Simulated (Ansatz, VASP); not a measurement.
**One calculation of LiAgAs, two programs**

Contents of INCAR:

```
PREC     = Accurate       # precision mode
ENCUT    = 600            # plane-wave cutoff, eV
EDIFF    = 1E-7           # SCF threshold, eV
ISMEAR   = 0              # smearing method
SIGMA    = 0.1            # smearing width, eV
LREAL    = False          # projectors in reciprocal space
LASPH    = True           # aspherical terms in the spheres
NELM     = 60             # most SCF steps
ALGO     = Normal         # electronic algorithm
ISIF     = 3              # what is computed and relaxed
LWAVE    = False          # write WAVECAR
LCHARG   = False          # write CHGCAR
GGA      = PE             # functional
IBRION   = 2              # ionic algorithm
NSW      = 90             # ionic steps
EDIFFG   = -0.04          # ionic threshold
```

KPOINTS

```
Automatic mesh
0
Gamma
  4 4 4
```

The input POSCAR:

```
LiAgAs
1.0
    3.7974921321      0.0000000000      0.0000000000
    0.0000000000      3.7974921321      0.0000000000
    0.0000000000      0.0000000000      6.6831126451
Li Ag As
2 2 2
Direct
    0.5000000000      0.0000000000      0.2055000000
    0.0000000000      0.5000000000      0.7945000000
    0.5000000000      0.0000000000      0.6485000000
    0.0000000000      0.5000000000      0.3515000000
    0.0000000000      0.0000000000      0.0000000000
    0.5000000000      0.5000000000      0.0000000000
```

Input for Ansatz:

```yaml
crystal:
  lattice:
    - [3.7974921321, 0.0, 0.0]
    - [0.0, 3.7974921321, 0.0]
    - [0.0, 0.0, 6.6831126451]
  atoms:
    - { symbol: Li, position: [0.5, 0.0, 0.2055] }
    - { symbol: Li, position: [0.0, 0.5, 0.7945] }
    - { symbol: Ag, position: [0.5, 0.0, 0.6485] }
    - { symbol: Ag, position: [0.0, 0.5, 0.3515] }
    - { symbol: As, position: [0.0, 0.0, 0.0] }
    - { symbol: As, position: [0.5, 0.5, 0.0] }
basis:
  ecutwfc: 420
kpoints:
  mp_grid: { grid: [4, 4, 4] }
hamiltonian:
  xc: pbe
scf:
  occupations: { method: gaussian, width: 0.1 }
  lower_state_search: "off"
output:
  forces: true
  stress: true
  eigenvalues: true
relax:
  adjacent_minimum: "off"
  f_tol: 0.04
  max_steps: 70
  cell: { stress_tol: 0.4 }
```

Alike in both runs: task relaxation of cell and atoms; functional PBE; k mesh 4 × 4 × 4; occupations gaussian, width 0.1 eV; no spin polarisation.

|  | VASP | Ansatz |
| --- | --- | --- |
| version | VASP 6.6.1 | Ansatz 0.2.0 |
| potentials or method | VASP PAW PBE potentials, release 64 (Li_sv, Ag, As), cutoff 600 eV | scalar-relativistic, plane waves, PAW |
| valence electrons in the cell | 38 | 74 |

|  | VASP | Ansatz | Ansatz less VASP |
| --- | --- | --- | --- |
| gap on the k mesh at the Fermi level, each at its own relaxed structure (eV) | none | none | - |
| relaxed volume (Å³/atom) | 18.32 | 18.23 | -0.095 |
| relaxed cell length with the largest relative difference (Å) | 7.752 | 7.729 | -0.0232 |

A gap of «none» marks a metal or a gap that the smearing closes. VASP's potentials hold 38 valence electrons a cell and Ansatz's 74, so a difference there can come from the potentials and not from the codes.

The k mesh is coarse, so the values compare programs but aren't converged. Noted on VASP's run: the cutoff is short for stress, so the pressure is rough.
